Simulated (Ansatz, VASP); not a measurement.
## Ta: VASP beside Ansatz

The input INCAR:

```
  PREC = Accurate
  ENCUT = 520
  EDIFF = 1E-6
  ISMEAR = -1
  SIGMA = 0.1
  LREAL = False
  LASPH = True
  NELM = 100
  ALGO = Normal
  ISIF = 2
  LWAVE = False
  LCHARG = False
  GGA = PS
  NBANDS = 24
```

Contents of KPOINTS:

```
regular mesh
0
Gamma
  9 9 13
```

The input POSCAR:

```
Ta
1.0
    4.7413744459      0.0000000000      0.0000000000
   -2.3706872229      4.1061507190      0.0000000000
    0.0000000000      0.0000000000      2.6624121842
Ta
3
Direct
    0.0000000000      1.0000000000      0.0000000000
    0.3333333333      0.6666666667      0.5000000000
    0.6666666667      0.3333333333      0.5000000000
```

Input for Ansatz:

```yaml
crystal:
  lattice:
    - [4.7413744459, 0.0, 0.0]
    - [-2.3706872229, 4.106150719, 0.0]
    - [0.0, 0.0, 2.6624121842]
  atoms:
    - { symbol: Ta, position: [0.0, 1.0, 0.0] }
    - { symbol: Ta, position: [0.3333333333, 0.6666666667, 0.5] }
    - { symbol: Ta, position: [0.6666666667, 0.3333333333, 0.5] }
hamiltonian:
  xc: pbesol
  pseudopotentials:
    kind: paw
    azcp:
      Ta: "pseudopotentials/Ta.paw.azcp"
basis:
  ecutwfc: 420
  fft_grid_basis: typed
kpoints:
  mp_grid: { grid: [9, 9, 13], shift: [0, 0, 0] }
magnetization:
  spin_polarized: false
scf:
  occupations: { method: fermi_dirac, width: 0.1 }
  lower_state_search: "off"
output:
  stress: true
  write_density: true
  write_potential: true
  elf: true
  volumetric_format: npy
```

Alike in both runs: task single point; functional PBEsol; k mesh 9 × 9 × 13; occupations fermi-dirac, width 0.1 eV; no spin polarisation.

|  | VASP | Ansatz |
| --- | --- | --- |
| version | VASP 6.6.1 | Ansatz 0.2.0 |
| potentials or method | VASP PAW PBE potentials, release 64 (Ta_pv), cutoff 520 eV | plane waves (420 eV) with PAW, scalar-relativistic |
| valence electrons in the cell | 33 | 39 |

|  | VASP | Ansatz | Ansatz less VASP |
| --- | --- | --- | --- |
| pressure (GPa) | 9.0 | 8.7 | -0.30 |
| traceless stress, the component that is largest in VASP (GPa) | 0.47 | 0.37 | -0.096 |

VASP's potentials were made for PBE, not for PBEsol, and Ansatz warns of the same on its side. The functional is the same, so the differences come from potentials, cutoffs and numerics. VASP's potentials hold 33 valence electrons a cell and Ansatz's 39, so a difference there can come from the potentials and not from the codes.

Neither program's run includes spin-orbit coupling.
